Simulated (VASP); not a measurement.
# CaSe (Pm-3m) in VASP: further runs, part 2 of 2

VASP 6.6.1. Earlier steps stand in the parts before.

### 3 Relaxation of cell and atoms, PBEsol

This run uses another cell than the first one, of 26.20 Å³/atom.

Contents of INCAR:

```
SYSTEM = CaSe
PREC = Accurate ; ENCUT = 600
EDIFF = 1E-7 ; ISMEAR = -1
SIGMA = 0.03 ; LREAL = .False.
LASPH = .True. ; NELM = 60
ALGO = Normal ; ISIF = 3
LWAVE = .False. ; LCHARG = .False.
GGA = PS ; IBRION = 2
NSW = 100 ; EDIFFG = -0.01
```

Contents of KPOINTS:

```
regular mesh
0
Gamma
  6 6 6
  0 0 0
```

Contents of POSCAR:

```
CaSe
1.0
    3.7422655100      0.0000000000      0.0000000000
    0.0000000000      3.7422655100      0.0000000000
    0.0000000000      0.0000000000      3.7422655100
Ca Se
1 1
Direct
    0.0000000000      0.0000000000      0.0000000000
    0.5000000000      0.5000000000      0.5000000000
```

Potentials or basis: VASP PAW PBE potentials, release 64 (Ca_sv, Se).

Command:

```sh
$ cat potpaw_PBE.64/Ca_sv/POTCAR potpaw_PBE.64/Se/POTCAR > POTCAR
$ mpirun -np 1 vasp_std > vasp.out
```

OUTCAR:

```text
SYSTEM = CaSe
   PREC = Accurate
   ENCUT = 600
   EDIFF = 1E-7
   ISMEAR = -1
   LREAL = .False.
   LASPH = .True.
   NELM = 60
   ISIF = 3
   GGA = PS
   IBRION = 2
   NSW = 100
   EDIFFG = -0.01

 ion  position               nearest neighbor table
   1  0.000  0.000  0.000-
   2  0.500  0.500  0.500-

  LATTYP: Found a simple cubic cell.
 ALAT       =     3.7422655100

  Lattice vectors:

 A1 = (   3.7422655100,   0.0000000000,   0.0000000000)
 A2 = (   0.0000000000,   3.7422655100,   0.0000000000)
 A3 = (   0.0000000000,   0.0000000000,   3.7422655100)

Analysis of symmetry for initial positions (statically):
=====================================================================
 Subroutine PRICEL returns:
 Original cell was already a primitive cell.

 Routine SETGRP: Setting up the symmetry group for a
 simple cubic supercell.

 Subroutine GETGRP returns: Found 48 space group operations
 (whereof 48 operations were pure point group operations)
 out of a pool of 48 trial point group operations.

The static configuration has the point symmetry O_h .

Analysis of symmetry for dynamics (positions and initial velocities):
=====================================================================
 Subroutine PRICEL returns:
 Original cell was already a primitive cell.

 Routine SETGRP: Setting up the symmetry group for a
 simple cubic supercell.

 Subroutine GETGRP returns: Found 48 space group operations
 (whereof 48 operations were pure point group operations)
 out of a pool of 48 trial point group operations.

The dynamic configuration has the point symmetry O_h .

 Subroutine INISYM returns: Found 48 space group operations
 (whereof 48 operations are pure point group operations),
 and found     1 'primitive' translations

----------------------------------------------------------------------------------------

                                     Primitive cell

  volume of cell :      52.4087

  direct lattice vectors                    reciprocal lattice vectors
     3.742265510  0.000000000  0.000000000     0.267217812  0.000000000  0.000000000
     0.000000000  3.742265510  0.000000000     0.000000000  0.267217812  0.000000000
[... 94 lines left out ...]
   EFERMI =   0.00;   METHOD = LEGACY
   ISMEAR =    -1;   SIGMA  =   0.03  broadening in eV -4-tet -1-fermi 0-gaus
   EFERMI_NEDOS =   21; number of points for ismear=-14 and -15
   IALGO  =     38    algorithm
   IMIX   =      4    mixing-type and parameters
     AMIX     =   0.40;   BMIX     =  1.00
     AMIX_MAG =   1.60;   BMIX_MAG =  1.00
  volume/ion in A,a.u.               =      26.20       176.84
  Fermi-wavevector in a.u.,A,eV,Ry     =   1.102335  2.083111 16.533014  1.215142
  Thomas-Fermi vector in A             =   2.238776
   LORBIT       =      0    0 simple, 1 ext, 2 COOP (PROOUT), +10 PAW based schemes
   GGA     = PS    functional components
   LHFCALC =     F    Hartree Fock is set to
   AEXX    =    0.0000 exact exchange contribution
   IVDW    =     0    specifies the selected vdW correction
   LEPSILON=     F    determine dielectric tensor
   LRPA    =     F    only Hartree local field effects (RPA)
 conjugate gradient relaxation of ions
 non-spin polarized calculation
  energy-cutoff  :      600.00
  volume of cell :       52.41
 maximum number of plane-waves:      1775
 NGX is ok and might be reduce to    30
   NGX = 15   NGY = 15   NGZ = 15

--------------------------------------- Ionic step        1  -------------------------------------------

 number of electron      15.9999997 magnetization

 Free energy of the ion-electron system (eV)
  ---------------------------------------------------
  ext. energy  EPLUGINS =         0.00000000
  ---------------------------------------------------
  free energy    TOTEN  =        -9.33100516 eV

  energy without entropy =       -9.33100511  energy(sigma->0) =       -9.33100514

 E-fermi :   3.8372     XC(G=0):  -9.3647

 val. band max:        3.4413652935   @ k =   0.5000   0.5000   0.0000
 cond. band min:       4.2330262337   @ k =   0.5000   0.5000   0.0000
 fundamental gap:      0.7916609401
 Fermi energy:         3.8371911003

 k-point     1 :       0.0000    0.0000    0.0000
  band No.  band energies     occupation
      1     -37.8244      2.00000
      2     -18.8377      2.00000
      3     -18.8377      2.00000
      4     -18.8377      2.00000
      5      -9.2039      2.00000
      6       2.6462      2.00000
      7       2.6462      2.00000
      8       2.6462      2.00000
      9       4.6651      0.00000
     10       4.6651      0.00000
     11       4.9207      0.00000
     12       7.6733      0.00000
[... 354 lines left out ...]
--------------------------------------- Ionic step        3  -------------------------------------------

 number of electron      16.0000000 magnetization

 Free energy of the ion-electron system (eV)
  ---------------------------------------------------
  ext. energy  EPLUGINS =         0.00000000
  ---------------------------------------------------
  free energy    TOTEN  =        -9.43122333 eV

  energy without entropy =       -9.43122265  energy(sigma->0) =       -9.43122299

 E-fermi :   4.7082     XC(G=0):  -9.8634

 val. band max:        4.4016246728   @ k =   0.5000   0.5000   0.0000
 cond. band min:       5.0147942395   @ k =   0.5000   0.5000   0.0000
 fundamental gap:      0.6131695667
 Fermi energy:         4.7082103821

 k-point     1 :       0.0000    0.0000    0.0000
  band No.  band energies     occupation
      1     -36.6589      2.00000
      2     -17.6754      2.00000
      3     -17.6754      2.00000
      4     -17.6754      2.00000
      5      -8.8134      2.00000
      6       3.4990      2.00000
      7       3.4990      2.00000
      8       3.4990      2.00000
      9       5.3245      0.00000
     10       5.3245      0.00000
     11       6.5163      0.00000
     12       8.8358      0.00000
[... 312 lines left out ...]
  FREE ENERGIE OF THE ION-ELECTRON SYSTEM (eV)
  ---------------------------------------------------
  free  energy   TOTEN  =        -9.4312233320 eV

  energy  without entropy=       -9.4312226504  energy(sigma->0) =       -9.43122299

 reached required accuracy - stopping structural energy minimisation
```

OSZICAR:

```text
N       E                     dE             d eps       ncg     rms          rms(c)
DAV:   1     0.114757872364E+03    0.11476E+03   -0.81705E+03   480   0.136E+03
DAV:   2    -0.328179868230E+01   -0.11804E+03   -0.11275E+03   508   0.293E+02
DAV:   3    -0.929327837778E+01   -0.60115E+01   -0.59029E+01   700   0.604E+01
[... 29 lines left out ...]
DAV:   5    -0.943122395820E+01   -0.16995E-04   -0.30251E-05   732   0.535E-02    0.476E-03
DAV:   6    -0.943122393672E+01    0.21480E-07   -0.47642E-06   680   0.218E-02    0.527E-03
DAV:   7    -0.943122345971E+01    0.47701E-06   -0.98901E-07   768   0.841E-03    0.138E-03
DAV:   8    -0.943122335645E+01    0.10326E-06   -0.31338E-08   340   0.205E-03    0.374E-04
DAV:   9    -0.943122333202E+01    0.24429E-07   -0.21915E-08   272   0.124E-03
   3 F= -.94312233E+01 E0= -.94312230E+01  d E =-.100218E+00
```

Wall time 67 s (1 thread of Intel Xeon 8259CL, shared host); peak memory 0.18 GiB.

What came out:

| Quantity | Value |
| --- | --- |
| Free energy | -9.4312 eV |
| Relaxed volume | 23.32 Å³/atom |
| Relaxed cell | a = 3.600 Å, b = 3.600 Å, c = 3.600 Å, α = 90.00°, β = 90.00°, γ = 90.00° |
| Space group after relaxing (to 0.1 Å) | Pm-3m (No. 221) |
| Energy gained by relaxing | 50.1 meV/atom |
| Ionic steps | 3 |
| Pressure after relaxing | 0.0 GPa |
| Band gap on the k mesh | 0.61 eV |

Step by step:
```csv
step,energy change (eV),largest force (eV/Å),pressure (GPa),volume (Å³)
1,0.0000,0.0000,-5.05,52.41
2,-0.1000,0.0000,0.32,46.39
3,-0.1002,0.0000,0.01,46.65
```

Final structure:
```yaml
crystal:
  lattice:
    - [3.59977, 0.00000, 0.00000]
    - [0.00000, 3.59977, 0.00000]
    - [0.00000, 0.00000, 3.59977]
  atoms:
    - { symbol: Ca, position: [0.00000, 0.00000, 0.00000] }
    - { symbol: Se, position: [0.50000, 0.50000, 0.50000] }
```

Caveat: the PAW data sets were made with another functional, which shifts forces and pressure a little.
